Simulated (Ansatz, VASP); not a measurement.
## One calculation of Si, two programs

INCAR

```
ALGO = Normal
EDIFF = 1E-7
EDIFFG = -0.01
ENCUT = 500
GGA = PS
GGA_COMPAT = False
IBRION = 2
ISIF = 3
ISMEAR = -1
LASPH = True
LCHARG = False
LREAL = False
LWAVE = False
NELM = 120
NELMIN = 4
NSW = 80
PREC = Accurate
SIGMA = 0.05
```

KPOINTS

```
k-points
0
Gamma
  12 12 11
```

The input POSCAR:

```
Si
1.0
    2.6205428149      0.0000000000      0.0000000000
   -1.3102714075      2.2694566494      0.0000000000
    0.0000000000      0.0000000000      2.4663543900
Si
1
Direct
    0.0000000000      0.0000000000      0.0000000000
```

The input input.yaml:

```yaml
crystal:
  lattice:
    - [2.6205428149, 0.0, 0.0]
    - [-1.3102714075, 2.2694566494, 0.0]
    - [0.0, 0.0, 2.46635439]
  atoms:
    - { symbol: Si, position: [0.0, 0.0, 0.0] }
kpoints:
  mp_grid: { grid: [12, 12, 11] }
scf:
  occupations: { method: fermi_dirac, width: 0.05 }
hamiltonian:
  xc: pbesol
  pseudopotentials: { kind: all_electron, lapw: { basis_error: 0.001 } }
output:
  forces: true
  stress: true
relax:
  f_tol: 0.01
  max_steps: 60
  cell: {}
```

Alike in both runs: task relaxation of cell and atoms; functional PBEsol; k mesh 12 × 12 × 11; occupations fermi-dirac, width 0.05 eV; no spin polarisation.

```csv
,VASP,Ansatz
version,VASP 6.6.1,Ansatz 0.2.0
potentials or method,"VASP PAW PBE potentials, release 64 (Si), cutoff 500 eV","all-electron LAPW, scalar-relativistic"
```

Ansatz gave:

| Item | Value |
| --- | --- |
| relaxed volume (Å³/atom) | 14.72 |
| relaxed cell length with the largest relative difference (Å) | 2.613 |

What did VASP give for the same quantities?

Relaxed volume (Å³/atom): 14.73; relaxed cell length with the largest relative difference (Å): 2.614.

VASP's potentials were made for PBE, not for PBEsol. Ansatz ran all-electron here, and VASP with PAW potentials.
